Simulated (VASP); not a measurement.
A run of VASP 6.6.1 is set up as follows.

The input INCAR:

```
SYSTEM = Ti2Si13Sn
PREC = Accurate
ENCUT = 400
EDIFF = 1E-6
ISMEAR = -1
SIGMA = 0.05
LREAL = Auto
LASPH = .TRUE.
NELM = 120
ALGO = Normal
ISIF = 2
LWAVE = .FALSE.
LCHARG = .FALSE.
GGA = PE
ISYM = -1
NBANDS = 59
GGA_COMPAT = .FALSE.
```

KPOINTS

```
explicit points
1
Reciprocal
  0.25000000   0.25000000   0.25000000 1
```

File POSCAR:

```
Ti2Si13Sn
1.0
    6.7816700000     -0.0349430000      0.1121080000
   -0.0349430000      6.4658950000      0.1319420000
    0.1121080000      0.1319420000      6.4600740000
Si Ti Sn
13 2 1
Direct
    0.8155869390      0.8088679220      0.1792984923
    0.0609508061      0.2342549411      0.1063645496
    0.1917739143      0.4926486311      0.8124239079
    0.7203067587      0.1704417196      0.1603008617
    0.3172099042      0.8306921162      0.5009721333
    0.3995541015      0.6455113492      0.0672569278
    0.4747926295      0.3421694617      0.3463936210
    0.8795513100      0.5887277241      0.6992202177
    0.6331740389      0.6516249890      0.4638950607
    0.1640082938      0.5290751155      0.3473556385
    0.3886089194      0.2068892536      0.6802001725
    0.3526461268      0.0411699023      0.1679089913
    0.6153675069      0.4026617891      0.8769833562
    0.1545095416      0.8914253995      0.8463566817
    0.6129545297      0.9255734825      0.8751915036
    0.9065736161      0.0488702477      0.5142146679
```

Potentials or basis: VASP PAW PBE potentials, release 64 (Si, Ti_sv, Sn_d).

The run is started by

```sh
$ cat potpaw_PBE.64/Si/POTCAR potpaw_PBE.64/Ti_sv/POTCAR potpaw_PBE.64/Sn_d/POTCAR > POTCAR
$ mpirun -np 1 vasp_std > vasp.out
```

(1) What does it give for the largest force?

(2) Estimate the pressure.

Results:

(1) 0.914 eV/Å.

(2) -0.8 GPa.

Caveat: the atoms stand as in a frame of molecular dynamics.
